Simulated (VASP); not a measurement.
# CuO (C2/c) in VASP: further runs, part 2 of 2

VASP 6.6.1. The steps go on from the part before.

## (4) Single point, r2SCAN

This run uses another cell than the first one, of 11.36 Å³/atom.

File POSCAR:

```
CuO
1.0
    2.0818152300     -2.0824296700      0.1649197600
    2.0818152300      2.0824296700      0.1649197600
   -0.4082119400      0.0000000000      5.2106249100
Cu O
2 2
Direct
   -0.0057500000      0.4942500000      0.0018500000
    0.4942500000     -0.0057500000      0.5018500000
    0.4940621700      0.4944378300      0.2518500000
    0.4944378300      0.4940621700      0.7518500000
```

File INCAR.step1:

```
  ALGO = Normal
  EDIFF = 1E-5
  ENCUT = 660
  GGA = PE
  GGA_COMPAT = F
  ISMEAR = -1
  LASPH = T
  LCHARG = F
  LREAL = F
  LWAVE = T
  NBANDS = 25
  NELM = 120
  PREC = Accurate
  SIGMA = 0.1
```

File INCAR.step2:

```
  ALGO = Normal
  EDIFF = 1E-6
  ENCUT = 660
  GGA_COMPAT = F
  ISIF = 2
  ISMEAR = -1
  ISTART = 1
  LASPH = T
  LCHARG = T
  LELF = T
  LMIXTAU = T
  LREAL = F
  LVHAR = T
  LWAVE = F
  METAGGA = R2SCAN
  NBANDS = 25
  NELM = 120
  PREC = Accurate
  SIGMA = 0.1
```

File KPOINTS:

```
k-points
0
Gamma
  9 9 5
```

Potentials or basis: VASP PAW PBE potentials, release 64 (Cu, O).

Run with:

```bash
cat potpaw_PBE.64/Cu/POTCAR potpaw_PBE.64/O/POTCAR > POTCAR
cp INCAR.step1 INCAR
mpirun -np 1 vasp_std > vasp.out
cp INCAR.step2 INCAR
mpirun -np 1 vasp_std > vasp.out
```

OUTCAR:

```text
EDIFF = 1E-6
   ENCUT = 660
   ISIF = 2
   ISMEAR = -1
   ISTART = 1
   LASPH = T
   LREAL = F
   METAGGA = R2SCAN
   NELM = 120
   PREC = Accurate

 ion  position               nearest neighbor table
   1  0.994  0.494  0.002-   4 1.97   3 1.97   4 1.97   3 1.97
   2  0.494  0.994  0.502-   3 1.97   4 1.97   4 1.97   3 1.97
   3  0.494  0.494  0.252-   1 1.97   2 1.97   2 1.97   1 1.97
   4  0.494  0.494  0.752-   2 1.97   1 1.97   2 1.97   1 1.97

  LATTYP: Found a base centered monoclinic cell.
 ALAT       =     4.1766748397
 B/A-ratio  =     0.9971710750
 C/A-ratio  =     1.2513759788
 COS(beta)  =    -0.0008715782

  Lattice vectors:

 A1 = (  -2.0818152300,   2.0824296700,  -0.1649197600)
 A2 = (  -2.0818152300,  -2.0824296700,  -0.1649197600)
 A3 = (  -0.4082119400,   0.0000000000,   5.2106249100)

Analysis of symmetry for initial positions (statically):
=====================================================================
 Subroutine PRICEL returns:
 Original cell was already a primitive cell.

 Routine SETGRP: Setting up the symmetry group for a
 base centered monoclinic supercell.

 Subroutine GETGRP returns: Found  4 space group operations
 (whereof  1 operations were pure point group operations)
 out of a pool of  4 trial point group operations.

The static configuration has the point symmetry C_1 .
 The point group associated with its full space group is C_2h.

Analysis of symmetry for dynamics (positions and initial velocities):
=====================================================================
 Subroutine PRICEL returns:
 Original cell was already a primitive cell.

 Routine SETGRP: Setting up the symmetry group for a
 base centered monoclinic supercell.

 Subroutine GETGRP returns: Found  4 space group operations
 (whereof  1 operations were pure point group operations)
 out of a pool of  4 trial point group operations.

The dynamic configuration has the point symmetry C_1 .
 The point group associated with its full space group is C_2h.

 Subroutine INISYM returns: Found  4 space group operations
 (whereof  1 operations are pure point group operations),
 and found     1 'primitive' translations

----------------------------------------------------------------------------------------

                                     Primitive cell

  volume of cell :      45.4589

  direct lattice vectors                    reciprocal lattice vectors
     2.081815230 -2.082429670  0.164919760     0.238693630 -0.240104147  0.018699790
     2.081815230  2.082429670  0.164919760     0.238693630  0.240104147  0.018699790
    -0.408211940  0.000000000  5.210624910    -0.015109626  0.000000000  0.190731839

  length of vectors
     2.949180651  2.949180651  5.226590566     0.339078653  0.339078653  0.191329389

  position of ions in fractional coordinates (direct lattice)
     0.994250000  0.494250000  0.001850000
     0.494250000  0.994250000  0.501850000
     0.494062170  0.494437830  0.251850000
     0.494437830  0.494062170  0.751850000

  ion indices of the primitive-cell ions
   primitive index   ion index
                 1           1
                 2           2
                 3           3
                 4           4

[... 24 lines left out ...]
 Found    115 irreducible k-points:

 Following reciprocal coordinates:
            Coordinates               Weight
  0.000000  0.000000  0.000000      1.000000
  0.111111 -0.000000  0.000000      4.000000
  0.222222  0.000000  0.000000      4.000000
  0.333333 -0.000000  0.000000      4.000000
  0.444444  0.000000  0.000000      4.000000
  0.111111  0.111111  0.000000      2.000000
[... 16 lines left out ...]
 -0.333333  0.333333  0.000000      2.000000
  0.444444  0.444444  0.000000      2.000000
 [... further k-points ...]
   k-points           NKPTS =    115   k-points in BZ     NKDIM =    115   number of bands    NBANDS=     25
   number of dos      NEDOS =    301   number of ions     NIONS =      4
   total plane-waves  NPLWV =  37632
   dimension x,y,z NGX =    28 NGY =   28 NGZ =   48
   dimension x,y,z NGXF=    56 NGYF=   56 NGZF=   96
   ions per type =               2   2
   NGX,Y,Z   is equivalent  to a cutoff of  15.78, 15.78, 15.27 a.u.
   NGXF,Y,Z  is equivalent  to a cutoff of  31.57, 31.57, 30.54 a.u.
 SYSTEM =  unknown system
   PREC   = accura    normal or accurate (medium, high low for compatibility)
   ISTART =      1    job   : 0-new  1-cont  2-samecut
   ICHARG =      0    charge: 1-file 2-atom 10-const
   ISPIN  =      1    spin polarized calculation?
   LNONCOLLINEAR =      F non collinear calculations
   LSORBIT =      F    spin-orbit coupling
   LASPH  =      T    aspherical Exc in radial PAW
   ENCUT  =  660.0 eV  48.51 Ry    6.96 a.u.   6.18  6.18 10.95*2*pi/ulx,y,z
   NELM   =    120;   NELMIN=  2; NELMDL=  0     # of ELM steps
   EDIFF  = 0.1E-05   stopping-criterion for ELM
   LREAL  =      F    real-space projection
   EDIFFG = 0.1E-04   stopping-criterion for IOM
   NSW    =      0    number of steps for IOM
   IBRION =     -1    ionic relax: 0-MD 1-quasi-New 2-CG
   NFREE  =      0    steps in history (QN), initial steepest desc. (CG)
   ISIF   =      2    stress and relaxation
   ISYM   =      2    0-nonsym 1-usesym 2-fastsym
   POTIM  = 0.5000    time-step for ionic-motion
   TEBEG  =    0.0;   TEEND  =   0.0 temperature during run
   PSTRESS=    0.0 pullay stress
   NELECT =      34.0000    total number of electrons
   NUPDOWN=      -1.0000    fix difference up-down
   EMIN   =  10.00;   EMAX   =-10.00  energy-range for DOS
   EFERMI =   0.00;   METHOD = LEGACY
   ISMEAR =    -1;   SIGMA  =   0.10  broadening in eV -4-tet -1-fermi 0-gaus
   EFERMI_NEDOS =   21; number of points for ismear=-14 and -15
   IALGO  =     38    algorithm
   IMIX   =      4    mixing-type and parameters
     AMIX     =   0.40;   BMIX     =  1.00
     AMIX_MAG =   1.60;   BMIX_MAG =  1.00
  volume/ion in A,a.u.               =      11.36        76.69
  Fermi-wavevector in a.u.,A,eV,Ry     =   1.486032  2.808192 30.045606  2.208290
  Thomas-Fermi vector in A             =   2.599369
   LORBIT       =      0    0 simple, 1 ext, 2 COOP (PROOUT), +10 PAW based schemes
   METAGGA = R2SCAN    functional components
   LHFCALC =     F    Hartree Fock is set to
   AEXX    =    0.0000 exact exchange contribution
   IVDW    =     0    specifies the selected vdW correction
   LEPSILON=     F    determine dielectric tensor
   LRPA    =     F    only Hartree local field effects (RPA)
 non-spin polarized calculation
  energy-cutoff  :      660.00
  volume of cell :       45.46
 maximum number of plane-waves:      1766
 NGX is ok and might be reduce to    28
   NGX = 13   NGY = 13   NGZ = 21

 number of electron      34.0000010 magnetization

 Free energy of the ion-electron system (eV)
  ---------------------------------------------------
  ext. energy  EPLUGINS =         0.00000000
  ---------------------------------------------------
  free energy    TOTEN  =       -36.46269000 eV

  energy without entropy =      -36.38586600  energy(sigma->0) =      -36.42427800

 E-fermi :   4.3608     XC(G=0): -11.8496

 val. band max:        4.3129616663   @ k =  -0.4444   0.4444   0.4000
 cond. band min:       4.3669463251   @ k =  -0.4444   0.0000   0.2000
 fundamental gap:      0.0539846588
 Fermi energy:         4.3608300777

 k-point     1 :       0.0000    0.0000    0.0000
  band No.  band energies     occupation
      1     -16.3167      2.00000
      2     -15.1468      2.00000
      3      -3.6863      2.00000
      4      -1.0362      2.00000
      5      -1.0307      2.00000
      6       0.6495      2.00000
[... 661 lines left out ...]
     24      15.9244      0.00000
     25      16.7592      0.00000

 [... further k-points ...]

------------------------ aborting loop because EDIFF is reached ----------------------------------------

  FORCE on cell =-STRESS in cart. coord.  units (eV):
  Direction    XX          YY          ZZ          XY          YZ          ZX
  --------------------------------------------------------------------------------------
  -------------------------------------------------------------------------------------
  Total       -2.0312301     -2.0094819     -2.9077588      0.0000000      0.0000000      0.0621146
  in kB      -71.5896728    -70.8231698   -102.4824810      0.0000000      0.0000000      2.1891972
  external PRESSURE =     -81.6317745 kB  Pullay stress =       0.0000000 kB

 VOLUME and BASIS-vectors are now :
 -----------------------------------------------------------------------------
  energy-cutoff  :      660.00
  volume of cell :       45.46
      direct lattice vectors                 reciprocal lattice vectors
     2.081815230 -2.082429670  0.164919760     0.238693630 -0.240104147  0.018699790
     2.081815230  2.082429670  0.164919760     0.238693630  0.240104147  0.018699790
    -0.408211940  0.000000000  5.210624910    -0.015109626  0.000000000  0.190731839

 POSITION                                       TOTAL-FORCE (eV/Angst)
 -----------------------------------------------------------------------------------
      3.09803     -1.04121      0.25512         0.000000      0.000000      0.000000
      2.89392      1.04121      2.86044        -0.000000      0.000000     -0.000000
      1.95507      0.00078      1.47532         0.000000     -0.001141      0.000000
      1.75096     -0.00078      4.08063         0.000000      0.001141     -0.000000
 -----------------------------------------------------------------------------------
    total drift:                                0.002157      0.000000      0.002678

  FREE ENERGIE OF THE ION-ELECTRON SYSTEM (eV)
  ---------------------------------------------------
  free  energy   TOTEN  =       -36.4626900041 eV

  energy  without entropy=      -36.3858659977  energy(sigma->0) =      -36.42427800
```

Wall time 20 min (1 thread of Oxide Virtual Turin-like, shared host); peak memory 0.27 GiB.

Results:

* Free energy: -36.4627 eV
* Pressure: -8.2 GPa
* Band gap on the k mesh: zero (bands 17 and 18 overlap by 0.91 eV)

Levels at points of the mesh, in eV from the Fermi level:
```tsv
k point	band 14	band 15	band 16	band 17	band 18	band 19	band 20	band 21
(0.00, 0.00, 0.00)	-2.48	-2.40	-2.10	0.65	0.66	1.62	6.55	7.58
```

Caveat: the cell stands under tension; the PAW data sets were made with another functional, which shifts forces and pressure a little; semilocal functionals often make such compounds metallic where correlation or magnetic order opens a gap, which also shifts bond lengths. With open d or f shells a metallic result of r2SCAN can be an artefact of self-interaction; +U or a hybrid may open a gap.

## (5) The runs side by side

```tsv
cell	gap on the mesh (eV)	pressure (GPa)
a = 2.912, b = 2.912, c = 5.160 Å, angles 90.0, 90.0, 89.8°, 4 atoms	none	-2.5
a = 2.931, b = 2.931, c = 5.194 Å, angles 90.0, 90.0, 89.8°, 4 atoms	none	-5.5
a = 2.949, b = 2.949, c = 5.227 Å, angles 90.0, 90.0, 89.8°, 4 atoms	none	-8.2
```

Alike in all rows: task single point; level r2SCAN; potentials or basis VASP PAW PBE potentials, release 64 (Cu, O); no spin polarisation; k mesh 9 × 9 × 5; cutoff (eV) 660; smearing fermi-dirac 0.1 eV.

Caveats: the PAW data sets were made with another functional, which shifts forces and pressure a little; semilocal functionals often make such compounds metallic where correlation or magnetic order opens a gap, which also shifts bond lengths; the cell stands under tension (at least some runs).

Total energies depend on the potentials used, so only differences within one code and one set of settings carry meaning.

The gap in the log of VASP goes by the Fermi energy; the results here count the filled bands.